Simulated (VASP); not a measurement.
A run of VASP 6.6.1 is set up as follows.

The input INCAR:

```
SYSTEM = In4P
PREC = Accurate
ENCUT = 520
EDIFF = 1E-6
ISMEAR = 0
SIGMA = 0.1
LREAL = .False.
LASPH = .True.
NELM = 100
ALGO = Normal
ISIF = 2
LWAVE = .False.
LCHARG = .False.
GGA = PE
NBANDS = 36
```

KPOINTS

```
regular mesh
0
Gamma
  8 8 8
  0 0 0
```

File POSCAR:

```
In4P
1.0
   -3.2990269992      3.2990269992      3.2990269992
    3.2990269992     -3.2990269992      3.2990269992
    3.2990269992      3.2990269992     -3.2990269992
In P
4 1
Direct
    0.0000000000      0.0000000000      0.5000000000
    0.5000000000      0.0000000000      0.0000000000
    0.0000000000      0.5000000000      0.0000000000
    0.5000000000      0.5000000000      0.5000000000
    0.0000000000      0.0000000000      0.0000000000
```

Potentials or basis: VASP PAW PBE potentials, release 64 (In_d, P).

Launch:

```bash
$ cat potpaw_PBE.64/In_d/POTCAR potpaw_PBE.64/P/POTCAR > POTCAR
$ mpirun -np 1 vasp_std > vasp.out
```

Task: Predict the pressure.

Result: 0.0 GPa.
